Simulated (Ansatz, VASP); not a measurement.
## SiNi3 in VASP and in Ansatz

File INCAR:

```
  PREC = Accurate
  ENCUT = 520
  EDIFF = 1E-6
  ISMEAR = 0
  SIGMA = 0.1
  LREAL = F
  LASPH = T
  NELM = 80
  ALGO = Normal
  ISIF = 2
  LWAVE = F
  LCHARG = T
  GGA = PE
  LELF = T
  LVHAR = T
  NBANDS = 25
```

Contents of KPOINTS:

```
regular mesh
0
Gamma
  12 12 12
```

File POSCAR:

```
SiNi3
1.0
    3.5062675376      0.0000000000      0.0000000000
    0.0000000000      3.5062675376      0.0000000000
    0.0000000000      0.0000000000      3.5062675376
Si Ni
1 3
Direct
    0.0000000000      0.0000000000      0.0000000000
    0.0000000000      0.5000000000      0.5000000000
    0.5000000000      0.0000000000      0.5000000000
    0.5000000000      0.5000000000      0.0000000000
```

Input for Ansatz:

```yaml
crystal:
  lattice:
    - [3.5062675415, 0.0, 0.0]
    - [0.0, 3.5062675415, 0.0]
    - [0.0, 0.0, 3.5062675415]
  atoms:
    - { symbol: Si, position: [0.0, 0.0, 0.0] }
    - { symbol: Ni, position: [0.0, 0.5, 0.5] }
    - { symbol: Ni, position: [0.5, 0.0, 0.5] }
    - { symbol: Ni, position: [0.5, 0.5, 0.0] }
basis:
  ecutwfc: 420
kpoints:
  mp_grid: { grid: [12, 12, 12] }
  band_path:
    path:
      - [[0.0, 0.0, 0.0], [0.0, 0.5, 0.0], [0.5, 0.5, 0.0], [0.0, 0.0, 0.0], [0.5, 0.5, 0.5], [0.0, 0.5, 0.0]]
      - [[0.5, 0.5, 0.5], [0.5, 0.5, 0.0]]
    npoints: 14
hamiltonian:
  xc: pbe
scf:
  occupations: { method: gaussian, width: 0.1 }
  n_extra_bands: 10
output:
  forces: true
  stress: true
  eigenvalues: true
  populations: true
  dos: { projected: true, de: 0.02, nscf_kmesh: { grid: [18, 18, 18] } }
  bader: true
  write_density: true
  write_potential: true
  elf: true
  volumetric_format: npy
```

Alike in both runs: task single point; functional PBE; k mesh 12 × 12 × 12; occupations gaussian, width 0.1 eV; no spin polarisation.

|  | VASP | Ansatz |
| --- | --- | --- |
| version | VASP 6.6.1 | Ansatz 0.2.0 |
| potentials or method | VASP PAW PBE potentials, release 64 (Si, Ni), cutoff 520 eV | scalar-relativistic, plane waves, PAW |
| valence electrons in the cell | 34 | 58 |

```tsv
	VASP	Ansatz	Ansatz less VASP
gap on the k mesh at the Fermi level (eV)	none	none	-
pressure (GPa)	0.0	0.0	0.00
```

A gap of «none» marks a metal or a gap that the smearing closes. VASP's potentials hold 34 valence electrons a cell and Ansatz's 58, so a difference there can come from the potentials and not from the codes.
